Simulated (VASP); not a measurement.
# H (I4/mmm) in VASP: settings compared

Aim: see how the results for H move with the level of theory and the settings. Levels: PBE-based screened hybrid with 25 % exact exchange, PBE-based screened hybrid with 30 % exact exchange, PBE-based screened hybrid with 40 % exact exchange, PBE-based screened hybrid with 50 % exact exchange. Tasks: single point.

Everything below comes from runs of VASP 6.6.1. Logs are shortened: lines on timing, memory, paths and dates and some standing lists are left out, and cuts for length are marked.

### Step 1. The cell of the first run

Symmetry: I4/mmm, No. 139, tetragonal system. Conventional cell: a = 3.383 Å, b = 3.383 Å, c = 4.117 Å, α = 90.00°, β = 90.00°, γ = 90.00°. H (site symmetry 4mm) has 1 H at 0.74 Å within 1.0 Å.

### Step 2. Single point, PBE-based screened hybrid with 25 % exact exchange

File POSCAR:

```
H
1.0
   -1.6915344700      1.6915344700      2.0584739900
    1.6915344700     -1.6915344700      2.0584739900
    1.6915344700      1.6915344700     -2.0584739900
H
2
Direct
    0.0901377100      0.0901377100      0.0000000000
    0.9098622900      0.9098622900      0.0000000000
```

File INCAR.step1:

```
SYSTEM = H
PREC = Accurate
ENCUT = 520
EDIFF = 1E-5
ISMEAR = -1
SIGMA = 0.05
LREAL = .FALSE.
LASPH = .TRUE.
NELM = 60
ALGO = Normal
ISIF = 2
LWAVE = .TRUE.
LCHARG = .FALSE.
NBANDS = 8
GGA = PE
```

File INCAR.step2:

```
SYSTEM = H
PREC = Accurate
ENCUT = 520
EDIFF = 1E-6
ISMEAR = -1
SIGMA = 0.05
LREAL = .FALSE.
LASPH = .TRUE.
NELM = 60
ALGO = Normal
ISIF = 2
LWAVE = .FALSE.
LCHARG = .FALSE.
GGA = PE
LHFCALC = .TRUE.
AEXX = 0.25
HFSCREEN = 0.2
PRECFOCK = Normal
NBANDS = 8
ISTART = 1
```

File KPOINTS:

```
Automatic mesh
0
G
  6 6 6
  0 0 0
```

Potentials or basis: VASP PAW PBE potentials, release 64 (H).

Command:

```
$ cat potpaw_PBE.64/H/POTCAR > POTCAR
$ cp INCAR.step1 INCAR
$ mpirun -np 1 vasp_std > vasp.out
$ cp INCAR.step2 INCAR
$ mpirun -np 1 vasp_std > vasp.out
```

OUTCAR:

```text
SYSTEM = H
   PREC = Accurate
   ENCUT = 520
   EDIFF = 1E-6
   ISMEAR = -1
   LREAL = .FALSE.
   LASPH = .TRUE.
   NELM = 60
   ISIF = 2
   GGA = PE
   LHFCALC = .TRUE.
   AEXX = 0.25
   HFSCREEN = 0.2
   PRECFOCK = Normal
   ISTART = 1

 ion  position               nearest neighbor table
   1  0.090  0.090  0.000-   2 0.74
   2  0.910  0.910  0.000-   1 0.74

  LATTYP: Found a body centered tetragonal cell.
 ALAT       =     3.3830689400
 C/A-ratio  =     1.2169270130

  Lattice vectors:

 A1 = (  -1.6915344700,   1.6915344700,   2.0584739900)
 A2 = (   1.6915344700,  -1.6915344700,   2.0584739900)
 A3 = (   1.6915344700,   1.6915344700,  -2.0584739900)

Analysis of symmetry for initial positions (statically):
=====================================================================
 Subroutine PRICEL returns:
 Original cell was already a primitive cell.

 Routine SETGRP: Setting up the symmetry group for a
 body centered tetragonal supercell.

 Subroutine GETGRP returns: Found 16 space group operations
 (whereof 16 operations were pure point group operations)
 out of a pool of 16 trial point group operations.

The static configuration has the point symmetry D_4h.

Analysis of symmetry for dynamics (positions and initial velocities):
=====================================================================
 Subroutine PRICEL returns:
 Original cell was already a primitive cell.

 Routine SETGRP: Setting up the symmetry group for a
 body centered tetragonal supercell.

 Subroutine GETGRP returns: Found 16 space group operations
 (whereof 16 operations were pure point group operations)
 out of a pool of 16 trial point group operations.

The dynamic configuration has the point symmetry D_4h.

 Subroutine INISYM returns: Found 16 space group operations
 (whereof 16 operations are pure point group operations),
 and found     1 'primitive' translations

----------------------------------------------------------------------------------------

                                     Primitive cell
[... 89 lines left out ...]
   ENCUT  =  520.0 eV  38.22 Ry    6.18 a.u.   5.87  5.87  5.87*2*pi/ulx,y,z
   NELM   =     60;   NELMIN=  2; NELMDL=  0     # of ELM steps
   EDIFF  = 0.1E-05   stopping-criterion for ELM
   LREAL  =      F    real-space projection
   EDIFFG = 0.1E-04   stopping-criterion for IOM
   NSW    =      0    number of steps for IOM
   IBRION =     -1    ionic relax: 0-MD 1-quasi-New 2-CG
   NFREE  =      0    steps in history (QN), initial steepest desc. (CG)
   ISIF   =      2    stress and relaxation
   ISYM   =      3    0-nonsym 1-usesym 2-fastsym
   POTIM  = 0.5000    time-step for ionic-motion
   TEBEG  =    0.0;   TEEND  =   0.0 temperature during run
   PSTRESS=    0.0 pullay stress
   NELECT =       2.0000    total number of electrons
   NUPDOWN=      -1.0000    fix difference up-down
   EMIN   =  10.00;   EMAX   =-10.00  energy-range for DOS
   EFERMI =   0.00;   METHOD = LEGACY
   ISMEAR =    -1;   SIGMA  =   0.05  broadening in eV -4-tet -1-fermi 0-gaus
   EFERMI_NEDOS =   21; number of points for ismear=-14 and -15
   IALGO  =     38    algorithm
   IMIX   =      1    mixing-type and parameters
     AMIX     =   0.40;   BMIX     =  1.00
     AMIX_MAG =   1.60;   BMIX_MAG =  1.00
  volume/ion in A,a.u.               =      11.78        79.49
  Fermi-wavevector in a.u.,A,eV,Ry     =   0.719497  1.359653  7.043413  0.517676
  Thomas-Fermi vector in A             =   1.808708
   LORBIT       =      0    0 simple, 1 ext, 2 COOP (PROOUT), +10 PAW based schemes
   GGA     = PE    functional components
   LHFCALC =     T    Hartree Fock is set to
   PRECFOCK=normal    Normal, Fast or Accurate (Low or Medium for compatibility)
   ENCUT4O =  -1.0   cutoff for four orbital integrals eV
   NKREDX  =     1    reduce k-point grid by
   NKREDY  =     1    reduce k-point grid by
   NKREDZ  =     1    reduce k-point grid by
   AEXX    =    0.2500 exact exchange contribution
   HFSCREEN=    0.2000 screening length (either q_TF or 0.3 A-1)
   HFSCREENC=   0.2000 screening length for correlation (either q_TF or 0.3 A-1)
   ENCUTFOCK=  -1.0 apply spherical cutoff to Coloumb kernel
   IVDW    =     0    specifies the selected vdW correction
   LEPSILON=     F    determine dielectric tensor
   LRPA    =     F    only Hartree local field effects (RPA)
 non-spin polarized calculation
  energy-cutoff  :      520.00
  volume of cell :       23.56
 maximum number of plane-waves:       645
  NGX = 18; NGY = 18; NGZ = 18

 number of electron       2.0000000 magnetization

 Free energy of the ion-electron system (eV)
  ---------------------------------------------------
  ext. energy  EPLUGINS =         0.00000000
  ---------------------------------------------------
  free energy    TOTEN  =        -7.83660563 eV

  energy without entropy =       -7.83660563  energy(sigma->0) =       -7.83660563

 E-fermi :  -8.2926     XC(G=0):  -4.5657

 val. band max:       -9.3562564764   @ k =   0.5000   0.5000   0.5000
 cond. band min:       1.1562569712   @ k =   0.5000  -0.0000   0.0000
 fundamental gap:     10.5125134476
 Fermi energy:        -8.2926304843

 k-point     1 :       0.0000    0.0000    0.0000
  band No.  band energies     occupation
      1     -11.8743      2.00000
      2       5.9086      0.00000
      3       9.9730      0.00000
      4      16.1727      0.00000
      5      16.1727      0.00000
      6      18.0491      0.00000
      7      18.0491      0.00000
      8      19.4135      0.00000
[... 243 lines left out ...]
 k-point    24 :      -0.1667   -0.3333    0.1667
  band No.  band energies     occupation
      1     -10.5712      2.00000
      2       2.3205      0.00000
      3       9.4013      0.00000
      4      11.0379      0.00000
      5      13.8166      0.00000
      6      15.4613      0.00000
      7      17.0619      0.00000
      8      20.1849      0.00000

 [... further k-points ...]
[... 5 lines left out ...]
  --------------------------------------------------------------------------------------
  -------------------------------------------------------------------------------------
  Total        0.0305252      0.0305252      0.0855659      0.0000000      0.0000000      0.0000000
  in kB        2.0758793      2.0758793      5.8189478      0.0000000      0.0000000      0.0000000
  external PRESSURE =       3.3235688 kB  Pullay stress =       0.0000000 kB

 VOLUME and BASIS-vectors are now :
 -----------------------------------------------------------------------------
  energy-cutoff  :      520.00
  volume of cell :       23.56
      direct lattice vectors                 reciprocal lattice vectors
    -1.691534470  1.691534470  2.058473990     0.000000000  0.295589602  0.242898381
     1.691534470 -1.691534470  2.058473990     0.295589602  0.000000000  0.242898381
     1.691534470  1.691534470 -2.058473990     0.295589602  0.295589602  0.000000000

 POSITION                                       TOTAL-FORCE (eV/Angst)
 -----------------------------------------------------------------------------------
      0.00000      0.00000      0.37109         0.000000      0.000000      0.074919
      0.00000      0.00000      3.74586        -0.000000     -0.000000     -0.074919
 -----------------------------------------------------------------------------------
    total drift:                                0.000000      0.000000     -0.000000

  FREE ENERGIE OF THE ION-ELECTRON SYSTEM (eV)
  ---------------------------------------------------
  free  energy   TOTEN  =        -7.8366056297 eV

  energy  without entropy=       -7.8366056297  energy(sigma->0) =       -7.83660563
```

OSZICAR.step1:

```text
N       E                     dE             d eps       ncg     rms          rms(c)
DAV:   1    -0.706583382804E+01   -0.70658E+01   -0.44163E+02   496   0.154E+02
DAV:   2    -0.735403138277E+01   -0.28820E+00   -0.28820E+00   680   0.949E+00
DAV:   3    -0.735433245030E+01   -0.30107E-03   -0.30107E-03   552   0.279E-01
DAV:   4    -0.735433279076E+01   -0.34047E-06   -0.34047E-06   728   0.996E-03
DAV:   5    -0.735433279101E+01   -0.24563E-09   -0.24597E-09   560   0.158E-04    0.447E+00
DAV:   6    -0.696233500537E+01    0.39200E+00   -0.20790E-01   496   0.135E+00    0.244E+00
DAV:   7    -0.677774039109E+01    0.18459E+00   -0.45750E-01   528   0.212E+00    0.279E-01
DAV:   8    -0.678216580176E+01   -0.44254E-02   -0.87171E-03   496   0.349E-01    0.177E-01
DAV:   9    -0.678118466224E+01    0.98114E-03   -0.24380E-03   576   0.170E-01    0.129E-02
DAV:  10    -0.678119556864E+01   -0.10906E-04   -0.36744E-05   608   0.368E-02    0.359E-03
DAV:  11    -0.678120119340E+01   -0.56248E-05   -0.42290E-06   512   0.129E-02
   1 F= -.67812012E+01 E0= -.67812012E+01  d E =-.168736E-10
```

Run time: 99 s. Hardware: 1 thread of Intel Xeon 8259CL, shared host; peak memory 0.23 GiB.

What came out:

```
Free energy            : -7.8366 eV
Pressure               : 0.3 GPa
Largest force          : 0.075 eV/Å
Band gap on the k mesh : 10.51 eV (least direct gap 11.38 eV)
```

Forces in eV/Å, atoms in the order of the input:
```
H    0.000  0.000  0.075
H    0.000  0.000 -0.075
```

Caveat: this functional lacks dispersion, which holds the molecules together, so the pressure and a relaxed volume are unreliable; the PAW data sets were made with another functional, which shifts forces and pressure a little. A k mesh can miss the band edges.

### Step 3. Single point, PBE-based screened hybrid with 30 % exact exchange

POSCAR is that of step 2.

File INCAR.step1:

```
PREC = Accurate
ENCUT = 520
EDIFF = 1E-5
ISMEAR = -1
SIGMA = 0.05
LREAL = F
LASPH = T
NELM = 80
ALGO = Normal
ISIF = 2
LWAVE = T
LCHARG = F
NBANDS = 8
GGA = PE
```

File INCAR.step2:

```
PREC = Accurate
ENCUT = 520
EDIFF = 1E-6
ISMEAR = -1
SIGMA = 0.05
LREAL = F
LASPH = T
NELM = 80
ALGO = Normal
ISIF = 2
LWAVE = F
LCHARG = F
GGA = PE
LHFCALC = T
AEXX = 0.3
HFSCREEN = 0.2
PRECFOCK = Normal
NBANDS = 8
ISTART = 1
```

File KPOINTS:

```
Automatic mesh
0
Gamma
  6 6 6
```

Potentials or basis: VASP PAW PBE potentials, release 64 (H).

Command:

```
$ cat potpaw_PBE.64/H/POTCAR > POTCAR
$ cp INCAR.step1 INCAR
$ mpirun -np 1 vasp_std > vasp.out
$ cp INCAR.step2 INCAR
$ mpirun -np 1 vasp_std > vasp.out
```

It took 2.1 min on 1 thread of Intel Xeon 8259CL, shared host; peak memory 0.23 GiB.

The run converged. Its results:

| Property | Result |
| --- | --- |
| Free energy | -8.0485 eV |
| Pressure | 0.3 GPa |
| Largest force | 0.041 eV/Å |
| Band gap on the k mesh | 10.83 eV (least direct gap 11.70 eV) |

Forces in eV/Å, atoms in the order of the input:
```
H    0.000  0.000  0.041
H    0.000  0.000 -0.041
```

Stress tensor (GPa, compression positive):
```
0.18 0.00 0.00
0.00 0.18 0.00
0.00 0.00 0.39
```

Levels at points of the mesh, in eV from the valence-band top:
```csv
k point,band 1,band 2,band 3,band 4,band 5
"(0.00, 0.00, 0.00)",-2.55,15.60,19.77,25.93,25.93
"(0.50, 0.00, 0.00)",-0.87,10.83,18.95,21.26,22.58
"(0.50, 0.50, 0.00)",-0.65,12.56,16.46,18.15,21.10
"(0.50, 0.50, 0.50)",0.00,12.24,17.42,18.22,18.22
```

Caveat: this functional lacks dispersion, which holds the molecules together, so the pressure and a relaxed volume are unreliable; the PAW data sets were made with another functional, which shifts forces and pressure a little.

[end of part 1 of 2]
